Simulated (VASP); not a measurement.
Write the native input for VASP 6.6.1 that does the following.

- Task: single point
- Functional: PBEsol
- Potentials or basis: VASP PAW PBE potentials, release 64 (Te, Pb_d)
- Cutoff: 520 eV
- k mesh: 6 × 6 × 1
- Occupations: fermi-dirac, width 0.05 eV
- Spin: no spin polarisation
- Dipole correction: no
- Further INCAR settings: LREAL = Auto; ALGO = Normal; EDIFF = 1e-06; NBANDS = 94

The structure of TePb lies in POSCAR:

```
TePb
1.0
    3.2200000000      3.2200000000      0.0000000000
   -3.2200000000      3.2200000000      0.0000000000
    0.0000000000      0.0000000000     35.5400000000
Te Pb
8 8
Direct
    0.4991500000      0.5015150000      0.1817970000
    0.4986660000      0.5010170000      0.3630450000
    0.4988910000      0.5012490000      0.5444700000
    0.4997940000      0.5012440000      0.7260820000
    0.9992140000      0.0009750000      0.2736300000
    0.9988510000      0.0013130000      0.4552140000
    0.9991050000      0.0009550000      0.6366420000
    0.9994800000      0.0014700000      0.8179090000
    0.9982160000      0.9997770000      0.1880200000
    0.9977170000      0.0002500000      0.3662380000
    0.9984080000      0.0007980000      0.5470980000
    0.9996220000      0.0003420000      0.7306460000
    0.4987050000      0.5004010000      0.2691200000
    0.4982040000      0.5008800000      0.4527200000
    0.4986530000      0.5000780000      0.6335600000
    0.4992880000      0.4993530000      0.8117240000
```

These files were run (other wordings do the same):

INCAR

```
SYSTEM = TePb
  PREC = Accurate
  ENCUT = 520
  EDIFF = 1E-6
  ISMEAR = -1
  SIGMA = 0.05
  LREAL = Auto
  LASPH = .TRUE.
  NELM = 80
  ALGO = Normal
  ISIF = 2
  LWAVE = .FALSE.
  LCHARG = .TRUE.
  GGA = PS
  LVHAR = .TRUE.
  NBANDS = 94
  KPAR = 4
```

KPOINTS

```
regular mesh
0
G
  6 6 1
  0 0 0
```

Potentials or basis: VASP PAW PBE potentials, release 64 (Te, Pb_d).

Command:

```sh
$ cat potpaw_PBE.64/Te/POTCAR potpaw_PBE.64/Pb_d/POTCAR > POTCAR
$ mpirun -np 4 vasp_std > vasp.out
```

It gave:

* Largest force: 0.018 eV/Å
* Band gap on the k mesh: 0.87 eV

Caveat: there is no dipole correction, which matters where the two faces differ; the PAW data sets were made with another functional, which shifts forces and pressure a little; spin-orbit coupling is left out, which moves the levels of the heavy elements.

Run time: 31 min on 4 MPI ranks on Oxide Virtual Turin-like Processor, with other jobs on the host, peak memory 1.2 GiB a rank.
